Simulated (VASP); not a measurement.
# NiO2 (P-3m1) in VASP: notebook, part 2 of 3

VASP 6.6.1. Earlier steps stand in the parts before.

## 3. Single point, PBEsol

This run uses another cell than the first one, of the same volume but with other edges.

INCAR

```
SYSTEM = NiO2
ALGO = Normal
EDIFF = 1E-6
ENCUT = 700
GGA = PS
GGA_COMPAT = .FALSE.
ISIF = 2
ISMEAR = 0
LASPH = .TRUE.
LCHARG = .TRUE.
LELF = .TRUE.
LREAL = .FALSE.
LVHAR = .TRUE.
LWAVE = .FALSE.
NBANDS = 22
NELM = 120
PREC = Accurate
SIGMA = 0.05
```

KPOINTS

```
k-points
0
G
  12 12 6
  0 0 0
```

POSCAR

```
NiO2
1.0
    2.8028105550      0.0000000000      0.0000000000
   -1.4014052775      2.4273051426      0.0000000000
    0.0000000000      0.0000000000      4.9060395955
Ni O
1 2
Direct
    0.0000000000      0.0000000000      0.5000000000
    0.6666666667      0.3333333333      0.6625222406
    0.3333333333      0.6666666667      0.3374777594
```

Potentials or basis: VASP PAW PBE potentials, release 64 (Ni_sv_GW, O).

Started as:

```bash
> cat potpaw_PBE.64/Ni_sv_GW/POTCAR potpaw_PBE.64/O/POTCAR > POTCAR
> mpirun -np 1 vasp_std > vasp.out
```

OUTCAR:

```text
SYSTEM = NiO2
   EDIFF = 1E-6
   ENCUT = 700
   GGA = PS
   ISIF = 2
   ISMEAR = 0
   LASPH = .TRUE.
   LREAL = .FALSE.
   NELM = 120
   PREC = Accurate

 ion  position               nearest neighbor table
   1  0.000  0.000  0.500-   2 1.80   3 1.80   3 1.80   2 1.80   2 1.80   3 1.80
   2  0.667  0.333  0.663-   1 1.80   1 1.80   1 1.80
   3  0.333  0.667  0.337-   1 1.80   1 1.80   1 1.80

  LATTYP: Found a hexagonal cell.
 ALAT       =     2.8028105550
 C/A-ratio  =     1.7504000000

  Lattice vectors:

 A1 = (   2.8028105550,   0.0000000000,   0.0000000000)
 A2 = (  -1.4014052775,   2.4273051426,   0.0000000000)
 A3 = (   0.0000000000,   0.0000000000,   4.9060395955)

Analysis of symmetry for initial positions (statically):
=====================================================================
 Subroutine PRICEL returns:
 Original cell was already a primitive cell.

 Routine SETGRP: Setting up the symmetry group for a
 hexagonal supercell.

 Subroutine GETGRP returns: Found 12 space group operations
 (whereof 12 operations were pure point group operations)
 out of a pool of 24 trial point group operations.

The static configuration has the point symmetry D_3d.

Analysis of symmetry for dynamics (positions and initial velocities):
=====================================================================
 Subroutine PRICEL returns:
 Original cell was already a primitive cell.

 Routine SETGRP: Setting up the symmetry group for a
 hexagonal supercell.

 Subroutine GETGRP returns: Found 12 space group operations
 (whereof 12 operations were pure point group operations)
 out of a pool of 24 trial point group operations.

The dynamic configuration has the point symmetry D_3d.

 Subroutine INISYM returns: Found 12 space group operations
 (whereof 12 operations are pure point group operations),
 and found     1 'primitive' translations

----------------------------------------------------------------------------------------

                                     Primitive cell

  volume of cell :      33.3771

  direct lattice vectors                    reciprocal lattice vectors
     2.802810555  0.000000000  0.000000000     0.356784727  0.205989758  0.000000000
    -1.401405278  2.427305143  0.000000000     0.000000000  0.411979517  0.000000000
     0.000000000  0.000000000  4.906039596     0.000000000  0.000000000  0.203830397

  length of vectors
     2.802810555  2.802810555  4.906039596     0.411979517  0.411979517  0.203830397

  position of ions in fractional coordinates (direct lattice)
     0.000000000  0.000000000  0.500000000
     0.666666667  0.333333333  0.662522241
     0.333333333  0.666666667  0.337477759

  ion indices of the primitive-cell ions
   primitive index   ion index
                 1           1
                 2           2
                 3           3

----------------------------------------------------------------------------------------

 KPOINTS: k-points

Automatic generation of k-mesh.
 Grid dimensions read from file:
 generate k-points for:   12   12    6

 Generating k-lattice:

  Cartesian coordinates                     Fractional coordinates (reciprocal lattice)
     0.029732061  0.017165813  0.000000000     0.083333333  0.000000000  0.000000000
     0.000000000  0.034331626  0.000000000     0.000000000  0.083333333  0.000000000
     0.000000000  0.000000000  0.033971733     0.000000000  0.000000000  0.166666667

  Length of vectors
     0.034331626  0.034331626  0.033971733

  Shift w.r.t. Gamma in fractional coordinates (k-lattice)
     0.000000000  0.000000000  0.000000000

 Subroutine IBZKPT returns following result:
 ===========================================

 Found    100 irreducible k-points:

 Following reciprocal coordinates:
            Coordinates               Weight
  0.000000  0.000000  0.000000      1.000000
  0.083333  0.000000  0.000000      6.000000
  0.166667  0.000000  0.000000      6.000000
  0.250000  0.000000  0.000000      6.000000
  0.333333  0.000000  0.000000      6.000000
  0.416667  0.000000  0.000000      6.000000
[... 16 lines left out ...]
  0.166667  0.000000  0.166667      6.000000
  0.000000  0.166667  0.166667      6.000000
 [... further k-points ...]
   k-points           NKPTS =    100   k-points in BZ     NKDIM =    100   number of bands    NBANDS=     22
   number of dos      NEDOS =    301   number of ions     NIONS =      3
   total plane-waves  NPLWV =  24192
   dimension x,y,z NGX =    24 NGY =   24 NGZ =   42
   dimension x,y,z NGXF=    48 NGYF=   48 NGZF=   84
   ions per type =               1   2
   NGX,Y,Z   is equivalent  to a cutoff of  14.24, 14.24, 14.23 a.u.
   NGXF,Y,Z  is equivalent  to a cutoff of  28.47, 28.47, 28.46 a.u.
 SYSTEM =  NiO2
   PREC   = accura    normal or accurate (medium, high low for compatibility)
   ISTART =      0    job   : 0-new  1-cont  2-samecut
   ICHARG =      2    charge: 1-file 2-atom 10-const
   ISPIN  =      1    spin polarized calculation?
   LNONCOLLINEAR =      F non collinear calculations
   LSORBIT =      F    spin-orbit coupling
   LASPH  =      T    aspherical Exc in radial PAW
   ENCUT  =  700.0 eV  51.45 Ry    7.17 a.u.   6.05  6.05 10.58*2*pi/ulx,y,z
   NELM   =    120;   NELMIN=  2; NELMDL= -5     # of ELM steps
   EDIFF  = 0.1E-05   stopping-criterion for ELM
   LREAL  =      F    real-space projection
   EDIFFG = 0.1E-04   stopping-criterion for IOM
   NSW    =      0    number of steps for IOM
   IBRION =     -1    ionic relax: 0-MD 1-quasi-New 2-CG
   NFREE  =      0    steps in history (QN), initial steepest desc. (CG)
   ISIF   =      2    stress and relaxation
   ISYM   =      2    0-nonsym 1-usesym 2-fastsym
   POTIM  = 0.5000    time-step for ionic-motion
   TEBEG  =    0.0;   TEEND  =   0.0 temperature during run
   PSTRESS=    0.0 pullay stress
   NELECT =      30.0000    total number of electrons
   NUPDOWN=      -1.0000    fix difference up-down
   EMIN   =  10.00;   EMAX   =-10.00  energy-range for DOS
   EFERMI =   0.00;   METHOD = LEGACY
   ISMEAR =     0;   SIGMA  =   0.05  broadening in eV -4-tet -1-fermi 0-gaus
   EFERMI_NEDOS =   21; number of points for ismear=-14 and -15
   IALGO  =     38    algorithm
   IMIX   =      4    mixing-type and parameters
     AMIX     =   0.40;   BMIX     =  1.00
     AMIX_MAG =   1.60;   BMIX_MAG =  1.00
  volume/ion in A,a.u.               =      11.13        75.08
  Fermi-wavevector in a.u.,A,eV,Ry     =   1.579909  2.985596 33.961690  2.496114
  Thomas-Fermi vector in A             =   2.680217
   LORBIT       =      0    0 simple, 1 ext, 2 COOP (PROOUT), +10 PAW based schemes
   GGA     = PS    functional components
   LHFCALC =     F    Hartree Fock is set to
   AEXX    =    0.0000 exact exchange contribution
   IVDW    =     0    specifies the selected vdW correction
   LEPSILON=     F    determine dielectric tensor
   LRPA    =     F    only Hartree local field effects (RPA)
 non-spin polarized calculation
 Gauss-broadening in eV      SIGMA  =   0.05
  energy-cutoff  :      700.00
  volume of cell :       33.38
 maximum number of plane-waves:      1422
   NGX = 13   NGY = 13   NGZ = 21

 number of electron      29.9999995 magnetization

 Free energy of the ion-electron system (eV)
  ---------------------------------------------------
  ext. energy  EPLUGINS =         0.00000000
  ---------------------------------------------------
  free energy    TOTEN  =       -19.44685649 eV

  energy without entropy =      -19.44685649  energy(sigma->0) =      -19.44685649

 E-fermi :   2.2708     XC(G=0): -10.4664

 val. band max:        1.8786584133   @ k =   0.0833   0.0000   0.5000
 cond. band min:       2.8493408187   @ k =   0.3333   0.0000   0.3333
 fundamental gap:      0.9706824054
 Fermi energy:         2.2708346239

 k-point     1 :       0.0000    0.0000    0.0000
  band No.  band energies     occupation
      1    -102.4413      2.00000
      2     -63.1262      2.00000
      3     -63.1262      2.00000
      4     -62.5621      2.00000
      5     -18.9794      2.00000
      6     -15.3670      2.00000
[... 14 lines left out ...]
     21      21.0447      0.00000
     22      21.0451      0.00000
[... 552 lines left out ...]
  band No.  band energies     occupation
      1    -102.4403      2.00000
      2     -63.1407      2.00000
      3     -63.1297      2.00000
      4     -62.5603      2.00000
      5     -18.5719      2.00000
      6     -15.5292      2.00000
[... 14 lines left out ...]
     21      19.1466      0.00000
     22      21.4107      0.00000

 [... further k-points ...]

------------------------ aborting loop because EDIFF is reached ----------------------------------------

  FORCE on cell =-STRESS in cart. coord.  units (eV):
  Direction    XX          YY          ZZ          XY          YZ          ZX
  --------------------------------------------------------------------------------------
  -------------------------------------------------------------------------------------
  Total        3.4515927      3.4515927      4.0311366      0.0000000      0.0000000     -0.0000000
  in kB      165.6841460    165.6841460    193.5035463      0.0000000      0.0000000     -0.0000000
  external PRESSURE =     174.9572794 kB  Pullay stress =       0.0000000 kB

 VOLUME and BASIS-vectors are now :
 -----------------------------------------------------------------------------
  energy-cutoff  :      700.00
  volume of cell :       33.38
      direct lattice vectors                 reciprocal lattice vectors
     2.802810555  0.000000000  0.000000000     0.356784727  0.205989758  0.000000000
    -1.401405278  2.427305143  0.000000000     0.000000000  0.411979517  0.000000000
     0.000000000  0.000000000  4.906039596     0.000000000  0.000000000  0.203830397

 POSITION                                       TOTAL-FORCE (eV/Angst)
 -----------------------------------------------------------------------------------
      0.00000      0.00000      2.45302         0.000000      0.000000      0.000000
      1.40141      0.80910      3.25036        -0.000000     -0.000000      2.695888
     -0.00000      1.61820      1.65568        -0.000000      0.000000     -2.695888
 -----------------------------------------------------------------------------------
    total drift:                                0.000000     -0.000000      0.000000

  FREE ENERGIE OF THE ION-ELECTRON SYSTEM (eV)
  ---------------------------------------------------
  free  energy   TOTEN  =       -19.4468564872 eV

  energy  without entropy=      -19.4468564872  energy(sigma->0) =      -19.44685649
```

stdout:

```text
POSCAR found type information on POSCAR NiO
 POSCAR found :  2 types and       3 ions
 scaLAPACK will be used
 -----------------------------------------------------------------------------
|                                                                             |
|                                                                             |
|     You enforced a specific xc type in the INCAR file but a different       |
|     I HOPE YOU KNOW WHAT YOU ARE DOING!                                     |
|                                                                             |
 -----------------------------------------------------------------------------

 LDA part: xc-table for (Slater+PW92), standard interpolation
 POSCAR, INCAR and KPOINTS ok, starting setup
 FFT: planning ... GRIDC
 FFT: planning ... GRID_SOFT
 FFT: planning ... GRID
 WAVECAR not read
 entering main loop
```

Wall time 2.4 min (1 thread of Intel Xeon Platinum 8375C at 2.90GHz (Ice Lake), shared host); peak memory 0.26 GiB.

What came out:

| Property | Result |
| --- | --- |
| Free energy | -19.4469 eV |
| Pressure | 17.5 GPa |
| Largest force | 2.696 eV/Å |
| Band gap on the k mesh | 0.97 eV (least direct gap 1.47 eV) |

Forces on the atoms (eV/Å):
```
Ni   0.000  0.000  0.000
O    0.000  0.000  2.696
O    0.000  0.000 -2.696
```

Stress tensor (GPa, compression positive):
```
16.57  0.00  0.00
 0.00 16.57  0.00
 0.00  0.00 19.35
```

Caveat: the cell differs from its parent crystal (atoms shifted along a free coordinate, c/a of the conventional cell at fixed volume 1.7504); the cell stands under pressure; the PAW data sets were made with another functional, which shifts forces and pressure a little; the run has no spin polarisation, though such a crystal can be magnetic.

## 4. Single point, PBEsol (11.13 Å³/atom, c/a of the conventional cell at fixed volume 1.7147)

INCAR

```
SYSTEM = NiO2
PREC = Accurate ; ENCUT = 700
EDIFF = 1E-6 ; ISMEAR = 0
SIGMA = 0.05 ; LREAL = .False.
LASPH = .True. ; NELM = 120
ALGO = Normal ; ISIF = 2
LWAVE = .False. ; LCHARG = .False.
GGA = PS ; NBANDS = 22
GGA_COMPAT = .False.
```

KPOINTS

```
regular mesh
0
Gamma
  12 12 6
  0 0 0
```

POSCAR

```
NiO2
1.0
    2.8221285779      0.0000000000      0.0000000000
   -1.4110642890      2.4440350412      0.0000000000
    0.0000000000      0.0000000000      4.8391038725
Ni O
1 2
Direct
    0.0000000000      0.0000000000      0.5000000000
    0.6666666667      0.3333333333      0.6876599244
    0.3333333333      0.6666666667      0.3123400756
```

Started as:

```bash
> cat potpaw_PBE.64/Ni_sv_GW/POTCAR potpaw_PBE.64/O/POTCAR > POTCAR
> mpirun -np 1 vasp_std > vasp.out
```

Wall time 51 s (1 thread of Intel Xeon 6975P-C (Granite Rapids), shared host); peak memory 0.26 GiB.

It converged, with:

| Item | Value |
| --- | --- |
| Free energy | -19.7742 eV |
| Pressure | -2.2 GPa |
| Largest force | 0.175 eV/Å |
| Band gap on the k mesh | 0.98 eV (least direct gap 1.25 eV) |

Forces in eV/Å, atoms in the order of the input:
```
Ni   0.000  0.000  0.000
O    0.000  0.000  0.175
O    0.000  0.000 -0.175
```

Stress tensor (GPa, compression positive):
```
-3.80  0.00  0.00
 0.00 -3.80  0.00
 0.00  0.00  0.95
```

Levels at points of the mesh, in eV from the valence-band top:
```
           k point  band 13  band 14  band 15  band 16  band 17  band 18
(0.00, 0.00, 0.00)    -1.21    -0.99    -0.26     2.26     2.26     7.35
(0.50, 0.00, 0.00)    -1.80    -1.66    -1.04     1.52     2.18    12.30
(0.00, 0.00, 0.50)    -1.23    -1.23    -0.05     2.27     2.27     9.30
(0.50, 0.00, 0.50)    -1.67    -1.62    -1.09     1.51     2.14    11.58
```

Caveat: the cell differs from its parent crystal (c/a of the conventional cell at fixed volume 1.7147); the PAW data sets were made with another functional, which shifts forces and pressure a little; the run has no spin polarisation, though such a crystal can be magnetic. A k mesh can miss the band edges.

(Continued in part 3 of 3.)
